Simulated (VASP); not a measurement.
Runs of VASP 6.6.1 on SrO. The structure is that of space group Fm-3m (No. 225), or close to it. The cells are those of the table. 

```tsv
level	cell	k mesh	smearing	grid for exact exchange (PRECFOCK)	screening parameter	gap on the mesh (eV)	pressure (GPa)
HSE06	a = 3.518 Å, angles 60.0°, 2 atoms	6 × 6 × 6	gaussian 0.01 eV	Normal	0.2079 1/Å	4.69	13.2
PBE	a = 3.578 Å, angles 61.3°, 2 atoms	8 × 8 × 8	fermi-dirac 0.02 eV	-	-	3.21	5.3
r2SCAN	a = 3.518 Å, angles 60.0°, 2 atoms	8 × 8 × 8	gaussian 0.01 eV	-	-	(a)	(b)
PBE	a = 3.518 Å, angles 60.0°, 2 atoms	8 × 8 × 8	fermi-dirac 0.02 eV	-	-	3.18	15.6
HSE06	a = 3.578 Å, angles 61.3°, 2 atoms	6 × 6 × 6	gaussian 0.01 eV	Normal	0.2079 1/Å	4.69	3.1
r2SCAN	a = 3.578 Å, angles 61.3°, 2 atoms	8 × 8 × 8	gaussian 0.01 eV	-	-	3.69	3.5
```

Alike in all rows: task single point; potentials or basis VASP PAW PBE potentials, release 64 (Sr_sv, O); no spin polarisation; cutoff (eV) 520.

Q: Estimate the missing entries.

A: (a) 3.67; (b) 13.9.

Caveats: the PAW data sets were made with another functional, which shifts forces and pressure a little (some runs).

A k mesh can miss the band edges, and the runs leave out spin-orbit coupling on Sr.
